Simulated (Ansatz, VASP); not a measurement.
Two plane-wave programs on Sb

```
Sb
1.0
    -1.87134    1.87134    1.87134
     1.87134   -1.87134    1.87134
     1.87134    1.87134   -1.87134
Sb
1
Direct
  0.00000 0.00000 0.00000
```

Alike in both runs: task single point; functional PBEsol; k mesh 15 × 15 × 15; occupations gaussian, width 0.02 eV; no spin polarisation.

|  | VASP | Ansatz |
| --- | --- | --- |
| version | VASP 6.6.1 | Ansatz 0.2.0 |
| potentials or method | VASP PAW PBE potentials, release 64 (Sb), cutoff 520 eV | scalar-relativistic, plane waves, PAW |
| valence electrons in the cell | 5 | 15 |

|  | VASP | Ansatz | Ansatz less VASP |
| --- | --- | --- | --- |
| gap on the k mesh at the Fermi level (eV) | none | none | - |
| pressure (GPa) | -1.1 | -1.1 | 0.00 |

VASP's potentials were made for PBE, not for PBEsol. A gap of «none» marks a metal or a gap that the smearing closes. VASP's potentials hold 5 valence electrons a cell and Ansatz's 15, so a difference there can come from the potentials and not from the codes. Ansatz's warnings: stress scf threshold loose.

Spin-orbit coupling is off throughout.
